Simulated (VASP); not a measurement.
Input of a VASP 6.6.1 run:

INCAR

```
SYSTEM = Ge
  PREC = Accurate
  ENCUT = 600
  EDIFF = 1E-6
  ISMEAR = -1
  SIGMA = 0.05
  LREAL = .FALSE.
  LASPH = .TRUE.
  NELM = 100
  ALGO = Normal
  ISIF = 3
  LWAVE = .FALSE.
  LCHARG = .FALSE.
  GGA = PE
  IBRION = 2
  NSW = 60
  EDIFFG = -0.005
```

File KPOINTS:

```
regular mesh
0
G
  15 15 15
  0 0 0
```

Contents of POSCAR:

```
Ge
1.0
    2.7377415812      0.0000000000      0.0000000000
    0.0000000000      2.7377415812      0.0000000000
    0.0000000000      0.0000000000      2.7377415812
Ge
1
Direct
    0.0000000000      0.0000000000      0.0000000000
```

Potentials or basis: VASP PAW PBE potentials, release 64 (Ge_d).

Command:

```bash
$ cat potpaw_PBE.64/Ge_d/POTCAR > POTCAR
$ mpirun -np 1 vasp_std > vasp.out
```

Predict the space group after relaxing (to 0.1 Å).

Pm-3m (No. 221).

Estimate the relaxed volume.

19.92 Å³/atom.

Predict the relaxed cell.

a = 2.711 Å, b = 2.711 Å, c = 2.711 Å, α = 90.00°, β = 90.00°, γ = 90.00°.

What does it give for the band gap on the k mesh?

Zero (bands 7 and 8 overlap by 8.90 eV).

The path:
```tsv
step	energy change (eV)	largest force (eV/Å)	pressure (GPa)	volume (Å³)
1	0.0000	0.0000	-1.97	20.52
2	-0.0034	0.0000	0.40	19.78
3	-0.0036	0.0000	0.02	19.92
```
